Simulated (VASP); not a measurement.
# MgS in VASP: further runs

Runs on MgS. Level: PBE. Tasks: single point.

All numbers are computed with VASP 6.6.1; they aren't measurements. Logs are shortened: lines on timing, memory, paths and dates and some standing lists are left out, and cuts for length are marked.

**1. The cell of the first run**

The structure is cubic, space group F-43m (No. 216). The conventional cell has a = 5.690 Å, b = 5.690 Å, c = 5.690 Å, α = 90.00°, β = 90.00°, γ = 90.00°. Mg (site symmetry -43m) has 4 S at 2.46 Å within 3.3 Å. S (site symmetry -43m) has 4 Mg at 2.46 Å within 3.3 Å.

**2. Single point, PBE (strain +0.5%)**

INCAR reads:

```
SYSTEM = MgS
PREC = Accurate
ENCUT = 520
EDIFF = 1E-6
ISMEAR = 0
SIGMA = 0.01
LREAL = .False.
LASPH = .True.
NELM = 80
ALGO = Normal
ISIF = 2
LWAVE = .False.
LCHARG = .False.
GGA = PE
NBANDS = 11
```

KPOINTS reads:

```
regular mesh
0
Gamma
  4 4 4
  0 0 0
```

POSCAR reads:

```
MgS
1.0
    0.0000000000      2.8450312253      2.8450312253
    2.8450312253      0.0000000000      2.8450312253
    2.8450312253      2.8450312253      0.0000000000
Mg S
1 1
Direct
    0.0000000000      0.0000000000      0.0000000000
    0.2500000000      0.2500000000      0.2500000000
```

Potentials or basis: VASP PAW PBE potentials, release 64 (Mg, S).

Launch:

```bash
$ cat potpaw_PBE.64/Mg/POTCAR potpaw_PBE.64/S/POTCAR > POTCAR
$ mpirun -np 1 vasp_std > vasp.out
```

OUTCAR:

```text
SYSTEM = MgS
   PREC = Accurate
   ENCUT = 520
   EDIFF = 1E-6
   ISMEAR = 0
   LREAL = .False.
   LASPH = .True.
   NELM = 80
   ISIF = 2
   GGA = PE

 ion  position               nearest neighbor table
   1  0.000  0.000  0.000-   2 2.46   2 2.46   2 2.46   2 2.46
   2  0.250  0.250  0.250-   1 2.46   1 2.46   1 2.46   1 2.46

  LATTYP: Found a face centered cubic cell.
 ALAT       =     5.6900624506

  Lattice vectors:

 A1 = (   0.0000000000,   2.8450312253,   2.8450312253)
 A2 = (   2.8450312253,   0.0000000000,   2.8450312253)
 A3 = (   2.8450312253,   2.8450312253,   0.0000000000)

Analysis of symmetry for initial positions (statically):
=====================================================================
 Subroutine PRICEL returns:
 Original cell was already a primitive cell.

 Routine SETGRP: Setting up the symmetry group for a
 face centered cubic supercell.

 Subroutine GETGRP returns: Found 24 space group operations
 (whereof 24 operations were pure point group operations)
 out of a pool of 48 trial point group operations.

The static configuration has the point symmetry T_d .

Analysis of symmetry for dynamics (positions and initial velocities):
=====================================================================
 Subroutine PRICEL returns:
 Original cell was already a primitive cell.

 Routine SETGRP: Setting up the symmetry group for a
 face centered cubic supercell.

 Subroutine GETGRP returns: Found 24 space group operations
 (whereof 24 operations were pure point group operations)
 out of a pool of 48 trial point group operations.

The dynamic configuration has the point symmetry T_d .

 Subroutine INISYM returns: Found 24 space group operations
 (whereof 24 operations are pure point group operations),
 and found     1 'primitive' translations

----------------------------------------------------------------------------------------

                                     Primitive cell

  volume of cell :      46.0565

  direct lattice vectors                    reciprocal lattice vectors
     0.000000000  2.845031225  2.845031225    -0.175744996  0.175744996  0.175744996
     2.845031225  0.000000000  2.845031225     0.175744996 -0.175744996  0.175744996
     2.845031225  2.845031225  0.000000000     0.175744996  0.175744996 -0.175744996

  length of vectors
     4.023481744  4.023481744  4.023481744     0.304399261  0.304399261  0.304399261

[... 70 lines left out ...]
   ISYM   =      2    0-nonsym 1-usesym 2-fastsym
   POTIM  = 0.5000    time-step for ionic-motion
   TEBEG  =    0.0;   TEEND  =   0.0 temperature during run
   PSTRESS=    0.0 pullay stress
   NELECT =       8.0000    total number of electrons
   NUPDOWN=      -1.0000    fix difference up-down
   EMIN   =  10.00;   EMAX   =-10.00  energy-range for DOS
   EFERMI =   0.00;   METHOD = LEGACY
   ISMEAR =     0;   SIGMA  =   0.01  broadening in eV -4-tet -1-fermi 0-gaus
   EFERMI_NEDOS =   21; number of points for ismear=-14 and -15
   IALGO  =     38    algorithm
   IMIX   =      4    mixing-type and parameters
     AMIX     =   0.40;   BMIX     =  1.00
     AMIX_MAG =   1.60;   BMIX_MAG =  1.00
  volume/ion in A,a.u.               =      23.03       155.40
  Fermi-wavevector in a.u.,A,eV,Ry     =   0.913428  1.726129 11.352038  0.834351
  Thomas-Fermi vector in A             =   2.037939
   LORBIT       =      0    0 simple, 1 ext, 2 COOP (PROOUT), +10 PAW based schemes
   GGA     = PE    functional components
   LHFCALC =     F    Hartree Fock is set to
   AEXX    =    0.0000 exact exchange contribution
   IVDW    =     0    specifies the selected vdW correction
   LEPSILON=     F    determine dielectric tensor
   LRPA    =     F    only Hartree local field effects (RPA)
 non-spin polarized calculation
 Gauss-broadening in eV      SIGMA  =   0.01
  energy-cutoff  :      520.00
  volume of cell :       46.06
 maximum number of plane-waves:      1245
 NGX is ok and might be reduce to    30
   NGX = 15   NGY = 15   NGZ = 15

 number of electron       8.0000001 magnetization

 Free energy of the ion-electron system (eV)
  ---------------------------------------------------
  ext. energy  EPLUGINS =         0.00000000
  ---------------------------------------------------
  free energy    TOTEN  =        -8.45877413 eV

  energy without entropy =       -8.45877413  energy(sigma->0) =       -8.45877413

 E-fermi :   1.0454     XC(G=0):  -8.3277

 val. band max:        0.9826965176   @ k =   0.0000   0.0000   0.0000
 cond. band min:       4.3624108451   @ k =   0.0000   0.0000   0.0000
 fundamental gap:      3.3797143275
 Fermi energy:         1.0453921203

 k-point     1 :       0.0000    0.0000    0.0000
  band No.  band energies     occupation
      1     -10.2350      2.00000
      2       0.9827      2.00000
      3       0.9827      2.00000
      4       0.9827      2.00000
      5       4.3624      0.00000
      6       8.8865      0.00000
      7       8.8865      0.00000
      8       8.8865      0.00000
      9      11.7758      0.00000
     10      11.7758      0.00000
     11      14.5751      0.00000
[... 85 lines left out ...]
 k-point     8 :      -0.2500    0.5000    0.2500
  band No.  band energies     occupation
      1      -9.3543      2.00000
      2      -1.2867      2.00000
      3      -0.8108      2.00000
      4      -0.3160      2.00000
      5       6.5037      0.00000
      6       8.7978      0.00000
      7       9.1605      0.00000
      8       9.4569      0.00000
      9      13.4722      0.00000
     10      14.6604      0.00000
     11      14.7490      0.00000

------------------------ aborting loop because EDIFF is reached ----------------------------------------

  FORCE on cell =-STRESS in cart. coord.  units (eV):
  Direction    XX          YY          ZZ          XY          YZ          ZX
  --------------------------------------------------------------------------------------
  -------------------------------------------------------------------------------------
  Total        0.0432975      0.0432975      0.0432975     -0.0000000      0.0000000     -0.0000000
  in kB        1.5061990      1.5061990      1.5061990     -0.0000000      0.0000000     -0.0000000
  external PRESSURE =       1.5061990 kB  Pullay stress =       0.0000000 kB

 VOLUME and BASIS-vectors are now :
 -----------------------------------------------------------------------------
  energy-cutoff  :      520.00
  volume of cell :       46.06
      direct lattice vectors                 reciprocal lattice vectors
     0.000000000  2.845031225  2.845031225    -0.175744996  0.175744996  0.175744996
     2.845031225  0.000000000  2.845031225     0.175744996 -0.175744996  0.175744996
     2.845031225  2.845031225  0.000000000     0.175744996  0.175744996 -0.175744996

 POSITION                                       TOTAL-FORCE (eV/Angst)
 -----------------------------------------------------------------------------------
      0.00000      0.00000      0.00000         0.000000     -0.000000      0.000000
      1.42252      1.42252      1.42252        -0.000000      0.000000     -0.000000
 -----------------------------------------------------------------------------------
    total drift:                                0.000000      0.000000      0.000000

  FREE ENERGIE OF THE ION-ELECTRON SYSTEM (eV)
  ---------------------------------------------------
  free  energy   TOTEN  =        -8.4587741319 eV

  energy  without entropy=       -8.4587741319  energy(sigma->0) =       -8.45877413
```

OSZICAR:

```text
N       E                     dE             d eps       ncg     rms          rms(c)
DAV:   1     0.251344147053E+02    0.25134E+02   -0.33352E+03   184   0.572E+02
DAV:   2    -0.698429740055E+01   -0.32119E+02   -0.30326E+02   211   0.951E+01
DAV:   3    -0.896988821062E+01   -0.19856E+01   -0.19834E+01   226   0.261E+01
DAV:   4    -0.898595778982E+01   -0.16070E-01   -0.16068E-01   206   0.284E+00
DAV:   5    -0.898614879458E+01   -0.19100E-03   -0.19100E-03   223   0.324E-01    0.400E+00
DAV:   6    -0.848643802931E+01    0.49971E+00   -0.12369E+00   191   0.415E+00    0.305E+00
DAV:   7    -0.845144478539E+01    0.34993E-01   -0.27758E-01   209   0.215E+00    0.240E+00
DAV:   8    -0.845948597258E+01   -0.80412E-02   -0.24660E-02   194   0.950E-01    0.137E+00
DAV:   9    -0.845855253574E+01    0.93344E-03   -0.25324E-03   212   0.247E-01    0.456E-01
DAV:  10    -0.845876581575E+01   -0.21328E-03   -0.71435E-04   200   0.125E-01    0.992E-02
DAV:  11    -0.845877275742E+01   -0.69417E-05   -0.56734E-05   209   0.313E-02    0.606E-02
DAV:  12    -0.845877417028E+01   -0.14129E-05   -0.83238E-06   200   0.139E-02    0.719E-03
DAV:  13    -0.845877413194E+01    0.38341E-07   -0.37975E-07   181   0.309E-03
   1 F= -.84587741E+01 E0= -.84587741E+01  d E =-.224548E-20
```

stdout:

```text
POSCAR found type information on POSCAR MgS
 POSCAR found :  2 types and       2 ions
 scaLAPACK will be used
 LDA part: xc-table for (Slater+PW92), standard interpolation
 POSCAR, INCAR and KPOINTS ok, starting setup
 FFT: planning ... GRIDC
 FFT: planning ... GRID_SOFT
 FFT: planning ... GRID
 WAVECAR not read
 entering main loop
```

Run time: 4.3 s. Hardware: 1 thread of AMD EPYC 7R13 (Zen 3), shared host; peak memory 0.13 GiB.

Results:

- Free energy: -8.4588 eV
- Pressure: 0.2 GPa
- Band gap on the k mesh: 3.38 eV

Caveat: the k points lie up to 0.48 Å⁻¹ apart; the cell differs from its parent crystal (strain +0.5%).

**3. Single point, PBE (strain along [111] -0.5%)**

INCAR reads:

```
ALGO = Normal
EDIFF = 1E-6
ENCUT = 520
GGA = PE
ISIF = 2
ISMEAR = 0
LASPH = T
LCHARG = F
LREAL = F
LWAVE = F
NBANDS = 11
NELM = 100
PREC = Accurate
SIGMA = 0.01
```

KPOINTS reads:

```
k-points
0
Gamma
  4 4 4
```

POSCAR reads:

```
MgS
1.0
   -0.0094362561      2.8214405850      2.8214405850
    2.8214405850     -0.0094362561      2.8214405850
    2.8214405850      2.8214405850     -0.0094362561
Mg S
1 1
Direct
   -0.0003169902     -0.0003169902     -0.0003169902
    0.2503169902      0.2503169902      0.2503169902
```

Potentials or basis: VASP PAW PBE potentials, release 64 (Mg, S).

Launch:

```bash
$ cat potpaw_PBE.64/Mg/POTCAR potpaw_PBE.64/S/POTCAR > POTCAR
$ mpirun -np 1 vasp_std > vasp.out
```

OUTCAR:

```text
EDIFF = 1E-6
   ENCUT = 520
   GGA = PE
   ISIF = 2
   ISMEAR = 0
   LASPH = T
   LREAL = F
   NELM = 100
   PREC = Accurate

 ion  position               nearest neighbor table
   1  1.000  1.000  1.000-   2 2.45   2 2.45   2 2.45   2 2.45
   2  0.250  0.250  0.250-   1 2.45   1 2.45   1 2.45   1 2.45

  LATTYP: Found a trigonal (rhomboedric) cell.
 ALAT       =     3.9901306986
 COS(alpha) =     0.4966527407

  Lattice vectors:

 A1 = (  -0.0094362561,   2.8214405850,   2.8214405850)
 A2 = (   2.8214405850,  -0.0094362561,   2.8214405850)
 A3 = (   2.8214405850,   2.8214405850,  -0.0094362561)

Analysis of symmetry for initial positions (statically):
=====================================================================
 Subroutine PRICEL returns:
 Original cell was already a primitive cell.

 Routine SETGRP: Setting up the symmetry group for a
 trigonal (rhombohedral) supercell.

 Subroutine GETGRP returns: Found  6 space group operations
 (whereof  6 operations were pure point group operations)
 out of a pool of 12 trial point group operations.

The static configuration has the point symmetry C_3v.

Analysis of symmetry for dynamics (positions and initial velocities):
=====================================================================
 Subroutine PRICEL returns:
 Original cell was already a primitive cell.

 Routine SETGRP: Setting up the symmetry group for a
 trigonal (rhombohedral) supercell.

 Subroutine GETGRP returns: Found  6 space group operations
 (whereof  6 operations were pure point group operations)
 out of a pool of 12 trial point group operations.

The dynamic configuration has the point symmetry C_3v.

 Subroutine INISYM returns: Found  6 space group operations
 (whereof  6 operations are pure point group operations),
 and found     1 'primitive' translations

----------------------------------------------------------------------------------------

                                     Primitive cell

  volume of cell :      45.1457

  direct lattice vectors                    reciprocal lattice vectors
    -0.009436256  2.821440585  2.821440585    -0.176327868  0.176919573  0.176919573
     2.821440585 -0.009436256  2.821440585     0.176919573 -0.176327868  0.176919573
     2.821440585  2.821440585 -0.009436256     0.176919573  0.176919573 -0.176327868

  length of vectors
     3.990130699  3.990130699  3.990130699     0.306092449  0.306092449  0.306092449

  position of ions in fractional coordinates (direct lattice)
     0.999683010  0.999683010  0.999683010
     0.250316990  0.250316990  0.250316990

  ion indices of the primitive-cell ions
   primitive index   ion index
                 1           1
                 2           2

----------------------------------------------------------------------------------------

 KPOINTS: k-points

Automatic generation of k-mesh.
 Grid dimensions read from file:
 generate k-points for:    4    4    4

 Generating k-lattice:

  Cartesian coordinates                     Fractional coordinates (reciprocal lattice)
    -0.044081967  0.044229893  0.044229893     0.250000000  0.000000000  0.000000000
     0.044229893 -0.044081967  0.044229893     0.000000000  0.250000000  0.000000000
[... 26 lines left out ...]
 -0.250000  0.500000  0.250000      6.000000
  0.500000  0.500000  0.500000      1.000000
   k-points           NKPTS =     13   k-points in BZ     NKDIM =     13   number of bands    NBANDS=     11
   number of dos      NEDOS =    301   number of ions     NIONS =      2
   total plane-waves  NPLWV =  27000
   dimension x,y,z NGX =    30 NGY =   30 NGZ =   30
   dimension x,y,z NGXF=    60 NGYF=   60 NGZF=   60
   ions per type =               1   1
   NGX,Y,Z   is equivalent  to a cutoff of  12.50, 12.50, 12.50 a.u.
   NGXF,Y,Z  is equivalent  to a cutoff of  25.00, 25.00, 25.00 a.u.
 SYSTEM =  unknown system
   PREC   = accura    normal or accurate (medium, high low for compatibility)
   ISTART =      0    job   : 0-new  1-cont  2-samecut
   ICHARG =      2    charge: 1-file 2-atom 10-const
   ISPIN  =      1    spin polarized calculation?
   LNONCOLLINEAR =      F non collinear calculations
   LSORBIT =      F    spin-orbit coupling
   LASPH  =      T    aspherical Exc in radial PAW
   ENCUT  =  520.0 eV  38.22 Ry    6.18 a.u.   7.42  7.42  7.42*2*pi/ulx,y,z
   NELM   =    100;   NELMIN=  2; NELMDL= -5     # of ELM steps
   EDIFF  = 0.1E-05   stopping-criterion for ELM
   LREAL  =      F    real-space projection
   EDIFFG = 0.1E-04   stopping-criterion for IOM
   NSW    =      0    number of steps for IOM
   IBRION =     -1    ionic relax: 0-MD 1-quasi-New 2-CG
   NFREE  =      0    steps in history (QN), initial steepest desc. (CG)
   ISIF   =      2    stress and relaxation
   ISYM   =      2    0-nonsym 1-usesym 2-fastsym
   POTIM  = 0.5000    time-step for ionic-motion
   TEBEG  =    0.0;   TEEND  =   0.0 temperature during run
   PSTRESS=    0.0 pullay stress
   NELECT =       8.0000    total number of electrons
   NUPDOWN=      -1.0000    fix difference up-down
   EMIN   =  10.00;   EMAX   =-10.00  energy-range for DOS
   EFERMI =   0.00;   METHOD = LEGACY
   ISMEAR =     0;   SIGMA  =   0.01  broadening in eV -4-tet -1-fermi 0-gaus
   EFERMI_NEDOS =   21; number of points for ismear=-14 and -15
   IALGO  =     38    algorithm
   IMIX   =      4    mixing-type and parameters
     AMIX     =   0.40;   BMIX     =  1.00
     AMIX_MAG =   1.60;   BMIX_MAG =  1.00
  volume/ion in A,a.u.               =      22.57       152.33
  Fermi-wavevector in a.u.,A,eV,Ry     =   0.919531  1.737661 11.504221  0.845536
  Thomas-Fermi vector in A             =   2.044735
   LORBIT       =      0    0 simple, 1 ext, 2 COOP (PROOUT), +10 PAW based schemes
   GGA     = PE    functional components
   LHFCALC =     F    Hartree Fock is set to
   AEXX    =    0.0000 exact exchange contribution
   IVDW    =     0    specifies the selected vdW correction
   LEPSILON=     F    determine dielectric tensor
   LRPA    =     F    only Hartree local field effects (RPA)
 non-spin polarized calculation
 Gauss-broadening in eV      SIGMA  =   0.01
  energy-cutoff  :      520.00
  volume of cell :       45.15
 maximum number of plane-waves:      1243
 NGX is ok and might be reduce to    30
   NGX = 15   NGY = 15   NGZ = 15

 number of electron       8.0000001 magnetization

 Free energy of the ion-electron system (eV)
  ---------------------------------------------------
  ext. energy  EPLUGINS =         0.00000000
  ---------------------------------------------------
  free energy    TOTEN  =        -8.45438403 eV

  energy without entropy =       -8.45438403  energy(sigma->0) =       -8.45438403

 E-fermi :   1.1845     XC(G=0):  -8.4043

 val. band max:        1.1261073412   @ k =   0.0000   0.0000   0.0000
 cond. band min:       4.5851964947   @ k =   0.0000   0.0000   0.0000
 fundamental gap:      3.4590891535
 Fermi energy:         1.1845176621

 k-point     1 :       0.0000    0.0000    0.0000
  band No.  band energies     occupation
      1     -10.1763      2.00000
      2       1.0970      2.00000
      3       1.0970      2.00000
      4       1.1261      2.00000
      5       4.5852      0.00000
      6       9.0402      0.00000
      7       9.0402      0.00000
      8       9.1066      0.00000
      9      11.9417      0.00000
     10      11.9417      0.00000
     11      14.8644      0.00000
[... 155 lines left out ...]
 k-point    13 :       0.5000    0.5000    0.5000
  band No.  band energies     occupation
      1      -9.4793      2.00000
      2      -2.0304      2.00000
      3       0.7623      2.00000
      4       0.7623      2.00000
      5       6.2121      0.00000
      6       8.7169      0.00000
      7       8.7169      0.00000
      8       9.7394      0.00000
      9      14.0283      0.00000
     10      14.3202      0.00000
     11      14.3202      0.00000

------------------------ aborting loop because EDIFF is reached ----------------------------------------

  FORCE on cell =-STRESS in cart. coord.  units (eV):
  Direction    XX          YY          ZZ          XY          YZ          ZX
  --------------------------------------------------------------------------------------
  -------------------------------------------------------------------------------------
  Total        0.3728017      0.3728017      0.3728017      0.0287542      0.0287542      0.0287542
  in kB       13.2303859     13.2303859     13.2303859      1.0204585      1.0204585      1.0204585
  external PRESSURE =      13.2303859 kB  Pullay stress =       0.0000000 kB

 VOLUME and BASIS-vectors are now :
 -----------------------------------------------------------------------------
  energy-cutoff  :      520.00
  volume of cell :       45.15
      direct lattice vectors                 reciprocal lattice vectors
    -0.009436256  2.821440585  2.821440585    -0.176327868  0.176919573  0.176919573
     2.821440585 -0.009436256  2.821440585     0.176919573 -0.176327868  0.176919573
     2.821440585  2.821440585 -0.009436256     0.176919573  0.176919573 -0.176327868

 POSITION                                       TOTAL-FORCE (eV/Angst)
 -----------------------------------------------------------------------------------
      5.63166      5.63166      5.63166        -0.000532     -0.000532     -0.000532
      1.41015      1.41015      1.41015         0.000532      0.000532      0.000532
 -----------------------------------------------------------------------------------
    total drift:                               -0.000029     -0.000029     -0.000029

  FREE ENERGIE OF THE ION-ELECTRON SYSTEM (eV)
  ---------------------------------------------------
  free  energy   TOTEN  =        -8.4543840347 eV

  energy  without entropy=       -8.4543840347  energy(sigma->0) =       -8.45438403
```

Wall time 5.6 s (1 thread of AMD EPYC 7R13 (Zen 3), shared host); peak memory 0.13 GiB.

Results:

| Quantity | Value |
| --- | --- |
| Free energy | -8.4544 eV |
| Pressure | 1.3 GPa |
| Band gap on the k mesh | 3.46 eV |

Levels at points of the mesh, in eV from the valence-band top:
```csv
k point,band 1,band 2,band 3,band 4,band 5,band 6,band 7,band 8,band 9
"(0.00, 0.00, 0.00)",-11.30,-0.03,-0.03,0.00,3.46,7.91,7.91,7.98,10.82
"(0.50, 0.00, 0.00)",-10.62,-3.17,-0.35,-0.33,5.12,7.61,7.65,8.61,12.90
"(0.50, 0.50, 0.00)",-10.39,-2.85,-1.07,-1.04,3.85,5.63,11.19,12.31,12.32
"(0.50, 0.50, 0.50)",-10.61,-3.16,-0.36,-0.36,5.09,7.59,7.59,8.61,12.90
```

Caveat: the k points lie up to 0.48 Å⁻¹ apart; the cell differs from its parent crystal (strain along [111] -0.5%). A k mesh can miss the band edges.

(Continued in part 2 of 2.)
